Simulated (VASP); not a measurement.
**Al6N5 (a cell with a defect): single point with PBEsol**

System: Al6N5 (a cell with a defect).

```
Al N
1.0
    -3.30147    0.00000    4.13987
     1.65073   -2.85916    4.13987
     1.65073    2.85916    4.13987
Al N
6 5
Direct
  0.25000 0.91667 0.58333
  0.58333 0.25000 0.91667
  0.91667 0.58333 0.25000
  0.75000 0.08333 0.41667
  0.08333 0.41667 0.75000
  0.41667 0.75000 0.08333
  0.41667 0.08333 0.75000
  0.75000 0.41667 0.08333
  0.79966 0.35140 0.57553
  0.25000 0.58333 0.91667
  0.58333 0.91667 0.25000
```

This cell differs from its parent crystal: atoms taken out, atom 9 moved -0.125 of the way to it and -0.525 Å across, host rigid.

```
Program             : VASP 6.6.1
Task                : single point
Functional          : PBEsol
Potentials or basis : VASP PAW PBE potentials, release 64 (Al, N)
Cutoff              : 520 eV
k mesh              : 6 × 6 × 6
Occupations         : gaussian, width 0.05 eV
Spin                : no spin polarisation
```

* Largest force: 5.665 eV/Å

Forces in eV/Å, atoms in the order of the input:
```
Al  -0.374  0.135  2.476
Al   3.162  2.810  0.083
Al  -0.668 -3.989 -2.268
Al   1.969 -1.068 -0.638
Al   0.482  1.549  0.480
Al  -1.671 -0.978  0.060
N    0.717 -0.116 -1.081
N   -0.381  0.070 -0.543
N   -5.145  1.918  1.393
N    1.556 -0.253  0.165
N    0.353 -0.076 -0.127
```

Levels at points of the mesh, in eV from the Fermi level:
```
           k point  band 16  band 17  band 18  band 19  band 20  band 21  band 22  band 23  band 24  band 25
(0.00, 0.00, 0.00)    -1.95    -1.22    -0.52    -0.32    -0.11     0.55     3.16     4.15     4.62     5.89
(0.50, 0.00, 0.00)    -1.54    -1.03    -0.87    -0.36     0.06     0.17     2.74     3.53     4.41     5.58
(0.00, 0.50, 0.00)    -1.66    -1.33    -1.24    -0.59     0.03     0.27     2.71     3.79     4.96     5.65
(0.00, 0.00, 0.50)    -2.19    -1.71    -1.07    -0.67    -0.19     0.51     3.01     3.57     4.89     5.28
(0.50, 0.50, 0.00)    -1.87    -1.49    -1.26    -0.55    -0.18     0.23     3.23     3.94     4.45     5.77
(0.50, 0.00, 0.50)    -1.97    -1.60    -1.43    -0.62    -0.21     0.24     3.08     3.89     4.17     5.38
(0.00, 0.50, 0.50)    -2.01    -1.71    -1.61    -0.91    -0.40    -0.21     3.08     3.78     5.03     5.46
(0.50, 0.50, 0.50)    -1.79    -1.75    -1.64    -1.36    -0.96     0.83     2.97     3.80     3.99     6.24
```

Run time: 13 min on 1 thread of Intel Xeon 8259CL, with other jobs on the host, peak memory 0.44 GiB.

Caveat: the cell carries a net charge on a neutralising background, which shifts energy and pressure; the cell differs from its parent crystal (atoms taken out, atom 9 moved -0.125 of the way to it and -0.525 Å across, host rigid); the cell is charged against a uniform background, so pressure and absolute levels hang on convention; the PAW data sets were made with another functional, which shifts forces and pressure a little.
